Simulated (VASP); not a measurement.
# Cd (P6_3/mmc) in VASP: further runs

The runs below take Cd through electric field gradients, with PBE.

All numbers are computed with VASP 6.6.1; they aren't measurements. Logs are shortened: lines on timing, memory, paths and dates and some standing lists are left out, and cuts for length are marked.

## (1) The cell of the first run

The structure is hexagonal, space group P6_3/mmc (No. 194). Conventional cell: a = 3.018 Å, b = 3.018 Å, c = 5.692 Å, α = 90.00°, β = 90.00°, γ = 120.00°. Cd (site symmetry -6m2) has 12 Cd at 3.02 to 3.34 Å within 4.0 Å.

## (2) Electric field gradients, PBE (volume scaled by 1.04)

The input, INCAR:

```
PREC = Accurate
ENCUT = 520
EDIFF = 1E-8
ISMEAR = -1
SIGMA = 0.05
LREAL = False
LASPH = True
NELM = 60
ALGO = Normal
ISIF = 2
LWAVE = False
LCHARG = False
GGA = PE
LEFG = True
NBANDS = 19
```

The input, KPOINTS:

```
Automatic mesh
0
Gamma
  14 14 7
```

The input, POSCAR:

```
Cd
1.0
    3.0180726944      0.0000000000      0.0000000000
   -1.5090363471      2.6137276237      0.0000000000
    0.0000000000      0.0000000000      5.6915749249
Cd
2
Direct
    0.3333333333      0.6666666667      0.2500000000
    0.6666666667      0.3333333333      0.7500000000
```

Potentials or basis: VASP PAW PBE potentials, release 64 (Cd).

Started as:

```console
cat potpaw_PBE.64/Cd/POTCAR > POTCAR
mpirun -np 1 vasp_std > vasp.out
```

OUTCAR:

```text
PREC = Accurate
   ENCUT = 520
   EDIFF = 1E-8
   ISMEAR = -1
   LREAL = False
   LASPH = True
   NELM = 60
   ISIF = 2
   GGA = PE

 ion  position               nearest neighbor table
   1  0.333  0.667  0.250-   2 3.34   2 3.34   2 3.34   2 3.34   2 3.34   2 3.34
   2  0.667  0.333  0.750-   1 3.34   1 3.34   1 3.34   1 3.34   1 3.34   1 3.34

  LATTYP: Found a hexagonal cell.
 ALAT       =     3.0180726944
 C/A-ratio  =     1.8858309594

  Lattice vectors:

 A1 = (   3.0180726944,   0.0000000000,   0.0000000000)
 A2 = (  -1.5090363471,   2.6137276237,   0.0000000000)
 A3 = (   0.0000000000,   0.0000000000,   5.6915749249)

Analysis of symmetry for initial positions (statically):
=====================================================================
 Subroutine PRICEL returns:
 Original cell was already a primitive cell.

 Routine SETGRP: Setting up the symmetry group for a
 hexagonal supercell.

 Subroutine GETGRP returns: Found 24 space group operations
 (whereof 12 operations were pure point group operations)
 out of a pool of 24 trial point group operations.

The static configuration has the point symmetry D_3d.
 The point group associated with its full space group is D_6h.

Analysis of symmetry for dynamics (positions and initial velocities):
=====================================================================
 Subroutine PRICEL returns:
 Original cell was already a primitive cell.

 Routine SETGRP: Setting up the symmetry group for a
 hexagonal supercell.

 Subroutine GETGRP returns: Found 24 space group operations
 (whereof 12 operations were pure point group operations)
 out of a pool of 24 trial point group operations.

The dynamic configuration has the point symmetry D_3d.
 The point group associated with its full space group is D_6h.

 Subroutine INISYM returns: Found 24 space group operations
 (whereof 12 operations are pure point group operations),
 and found     1 'primitive' translations

----------------------------------------------------------------------------------------

                                     Primitive cell

  volume of cell :      44.8975

  direct lattice vectors                    reciprocal lattice vectors
     3.018072694  0.000000000  0.000000000     0.331337281  0.191297668  0.000000000
    -1.509036347  2.613727624  0.000000000     0.000000000  0.382595337  0.000000000
     0.000000000  0.000000000  5.691574925     0.000000000  0.000000000  0.175698293

  length of vectors
     3.018072694  3.018072694  5.691574925     0.382595337  0.382595337  0.175698293

  position of ions in fractional coordinates (direct lattice)
     0.333333333  0.666666667  0.250000000
     0.666666667  0.333333333  0.750000000

  ion indices of the primitive-cell ions
   primitive index   ion index
                 1           1
                 2           2

----------------------------------------------------------------------------------------

 KPOINTS: Automatic mesh

Automatic generation of k-mesh.
 Grid dimensions read from file:
 generate k-points for:   14   14    7

 Generating k-lattice:

  Cartesian coordinates                     Fractional coordinates (reciprocal lattice)
     0.023666949  0.013664119  0.000000000     0.071428571  0.000000000  0.000000000
     0.000000000  0.027328238  0.000000000     0.000000000  0.071428571  0.000000000
     0.000000000  0.000000000  0.025099756     0.000000000  0.000000000  0.142857143

  Length of vectors
     0.027328238  0.027328238  0.025099756

  Shift w.r.t. Gamma in fractional coordinates (k-lattice)
     0.000000000  0.000000000  0.000000000

 Subroutine IBZKPT returns following result:
 ===========================================

 Found     96 irreducible k-points:

 Following reciprocal coordinates:
            Coordinates               Weight
  0.000000  0.000000  0.000000      1.000000
  0.071429 -0.000000  0.000000      6.000000
  0.142857  0.000000  0.000000      6.000000
  0.214286 -0.000000  0.000000      6.000000
  0.285714  0.000000  0.000000      6.000000
  0.357143 -0.000000  0.000000      6.000000
[... 16 lines left out ...]
  0.285714  0.285714  0.000000      6.000000
  0.357143  0.285714  0.000000      6.000000
 [... further k-points ...]
   k-points           NKPTS =     96   k-points in BZ     NKDIM =     96   number of bands    NBANDS=     19
   number of dos      NEDOS =    301   number of ions     NIONS =      2
   total plane-waves  NPLWV =  24192
   dimension x,y,z NGX =    24 NGY =   24 NGZ =   42
   dimension x,y,z NGXF=    48 NGYF=   48 NGZF=   84
   ions per type =               2
   NGX,Y,Z   is equivalent  to a cutoff of  13.22, 13.22, 12.27 a.u.
   NGXF,Y,Z  is equivalent  to a cutoff of  26.44, 26.44, 24.54 a.u.
 SYSTEM =  unknown system
   PREC   = accura    normal or accurate (medium, high low for compatibility)
   ISTART =      0    job   : 0-new  1-cont  2-samecut
   ICHARG =      2    charge: 1-file 2-atom 10-const
   ISPIN  =      1    spin polarized calculation?
   LNONCOLLINEAR =      F non collinear calculations
   LSORBIT =      F    spin-orbit coupling
   LASPH  =      T    aspherical Exc in radial PAW
   ENCUT  =  520.0 eV  38.22 Ry    6.18 a.u.   5.61  5.61 10.58*2*pi/ulx,y,z
   NELM   =     60;   NELMIN=  2; NELMDL= -5     # of ELM steps
   EDIFF  = 0.1E-07   stopping-criterion for ELM
   LREAL  =      F    real-space projection
   EDIFFG = 0.1E-06   stopping-criterion for IOM
   NSW    =      0    number of steps for IOM
   IBRION =     -1    ionic relax: 0-MD 1-quasi-New 2-CG
   NFREE  =      0    steps in history (QN), initial steepest desc. (CG)
   ISIF   =      2    stress and relaxation
   ISYM   =      2    0-nonsym 1-usesym 2-fastsym
   POTIM  = 0.5000    time-step for ionic-motion
   TEBEG  =    0.0;   TEEND  =   0.0 temperature during run
   PSTRESS=    0.0 pullay stress
   NELECT =      24.0000    total number of electrons
   NUPDOWN=      -1.0000    fix difference up-down
   EMIN   =  10.00;   EMAX   =-10.00  energy-range for DOS
   EFERMI =   0.00;   METHOD = LEGACY
   ISMEAR =    -1;   SIGMA  =   0.05  broadening in eV -4-tet -1-fermi 0-gaus
   EFERMI_NEDOS =   21; number of points for ismear=-14 and -15
   IALGO  =     38    algorithm
   IMIX   =      4    mixing-type and parameters
     AMIX     =   0.40;   BMIX     =  1.00
     AMIX_MAG =   1.60;   BMIX_MAG =  1.00
  volume/ion in A,a.u.               =      22.45       151.49
  Fermi-wavevector in a.u.,A,eV,Ry     =   1.328631  2.510749 24.017829  1.765261
  Thomas-Fermi vector in A             =   2.457854
   LORBIT       =      0    0 simple, 1 ext, 2 COOP (PROOUT), +10 PAW based schemes
   GGA     = PE    functional components
   LHFCALC =     F    Hartree Fock is set to
   AEXX    =    0.0000 exact exchange contribution
   IVDW    =     0    specifies the selected vdW correction
   LEPSILON=     F    determine dielectric tensor
   LRPA    =     F    only Hartree local field effects (RPA)
 non-spin polarized calculation
  energy-cutoff  :      520.00
  volume of cell :       44.90
 maximum number of plane-waves:      1228
 NGX is ok and might be reduce to    24
   NGX = 11   NGY = 11   NGZ = 21

 number of electron      23.9999991 magnetization

 Free energy of the ion-electron system (eV)
  ---------------------------------------------------
  ext. energy  EPLUGINS =         0.00000000
  ---------------------------------------------------
  free energy    TOTEN  =        -1.48399588 eV

  energy without entropy =       -1.47754300  energy(sigma->0) =       -1.48076944

 E-fermi :   2.7398     XC(G=0): -10.8261

 val. band max:        2.6935601225   @ k =   0.3571   0.0714   0.0000
 cond. band min:       2.7614382288   @ k =   0.3571   0.1429   0.1429
 fundamental gap:      0.0678781063
 Fermi energy:         2.7398452105

 k-point     1 :       0.0000    0.0000    0.0000
  band No.  band energies     occupation
      1      -7.0280      2.00000
      2      -6.7868      2.00000
      3      -6.4610      2.00000
      4      -6.4610      2.00000
      5      -6.4146      2.00000
      6      -6.4146      2.00000
[... 11 lines left out ...]
     18      17.1944      0.00000
     19      18.2030      0.00000
[... 485 lines left out ...]
 k-point    24 :       0.3571    0.2857    0.0000
  band No.  band energies     occupation
      1      -6.7256      2.00000
      2      -6.5420      2.00000
      3      -6.4246      2.00000
      4      -6.3939      2.00000
      5      -6.3744      2.00000
      6      -6.2420      2.00000
[... 11 lines left out ...]
     18       8.4617      0.00000
     19      10.5671      0.00000

 [... further k-points ...]

------------------------ aborting loop because EDIFF is reached ----------------------------------------

  FORCE on cell =-STRESS in cart. coord.  units (eV):
  Direction    XX          YY          ZZ          XY          YZ          ZX
  --------------------------------------------------------------------------------------
  -------------------------------------------------------------------------------------
  Total        0.3765903      0.3765903      0.1956894      0.0000000     -0.0000000      0.0000000
  in kB       13.4386989     13.4386989      6.9832164      0.0000000     -0.0000000      0.0000000
  external PRESSURE =      11.2868714 kB  Pullay stress =       0.0000000 kB

 VOLUME and BASIS-vectors are now :
 -----------------------------------------------------------------------------
  energy-cutoff  :      520.00
  volume of cell :       44.90
      direct lattice vectors                 reciprocal lattice vectors
     3.018072694  0.000000000  0.000000000     0.331337281  0.191297668  0.000000000
    -1.509036347  2.613727624  0.000000000     0.000000000  0.382595337  0.000000000
     0.000000000  0.000000000  5.691574925     0.000000000  0.000000000  0.175698293

 POSITION                                       TOTAL-FORCE (eV/Angst)
 -----------------------------------------------------------------------------------
     -0.00000      1.74249      1.42289         0.000000     -0.000000      0.000000
      1.50904      0.87124      4.26868        -0.000000      0.000000      0.000000
 -----------------------------------------------------------------------------------
    total drift:                                0.000000     -0.000000      0.000000

  FREE ENERGIE OF THE ION-ELECTRON SYSTEM (eV)
  ---------------------------------------------------
  free  energy   TOTEN  =        -1.4839958796 eV

  energy  without entropy=       -1.4775430040  energy(sigma->0) =       -1.48076944

 Electric field gradients (V/A^2)
---------------------------------------------------------------------
 ion       V_xx      V_yy      V_zz      V_xy      V_xz      V_yz
---------------------------------------------------------------------
   1     -37.911   -37.911    75.822     0.000     0.000    -0.000
   2     -37.911   -37.911    75.822     0.000    -0.000     0.000
---------------------------------------------------------------------

 Electric field gradients after diagonalization (V/A^2)
 (convention: |V_zz| > |V_xx| > |V_yy|)
----------------------------------------------------------------------
 ion       V_xx      V_yy      V_zz     asymmetry (V_yy - V_xx)/ V_zz
----------------------------------------------------------------------
   1     -37.911   -37.911    75.822       0.000
   2     -37.911   -37.911    75.822       0.000
----------------------------------------------------------------------

           NMR quadrupolar parameters

 Cq : quadrupolar parameter    Cq=e*Q*V_zz/h
 eta: asymmetry parameters     (V_yy - V_xx)/ V_zz
 Q  : nuclear electric quadrupole moment in mb (millibarn)
----------------------------------------------------------------------
 ion       Cq(MHz)       eta       Q (mb)
----------------------------------------------------------------------
   1       0.183       0.000       1.000
   2       0.183       0.000       1.000
----------------------------------------------------------------------
```

It took 22 s on 1 thread of Intel Xeon 6975P-C (Granite Rapids), shared host; peak memory 0.2 GiB.

What came out:

| Property | Result |
| --- | --- |
| Free energy | -1.4840 eV |
| Pressure | 1.1 GPa |
| Band gap on the k mesh | zero (band 12 reaches 3.99 eV, above the bottom of band 13 at -0.16 eV) |

Levels at points of the mesh, in eV from the Fermi level:
```tsv
k point	band 8	band 9	band 10	band 11	band 12	band 13	band 14	band 15	band 16	band 17
(0.00, 0.00, 0.00)	-8.72	-8.64	-8.49	-8.49	-3.09	-2.90	10.29	14.25	14.42	14.42
(0.50, 0.00, 0.00)	-8.52	-8.24	-8.22	-2.27	-1.87	1.88	2.93	2.96	5.10	8.17
```

Electric field gradients, principal values (V/Å²):
| atom | least | middle | greatest (by size) |
| --- | --- | --- | --- |
| 1 Cd | -37.911 | -37.911 | 75.822 |
| 2 Cd | -37.911 | -37.911 | 75.822 |

Caveat: without QUAD_EFG the Cq values of the log hold for a quadrupole moment of 1 mb, not for the nuclei.

[end of part 1 of 2]
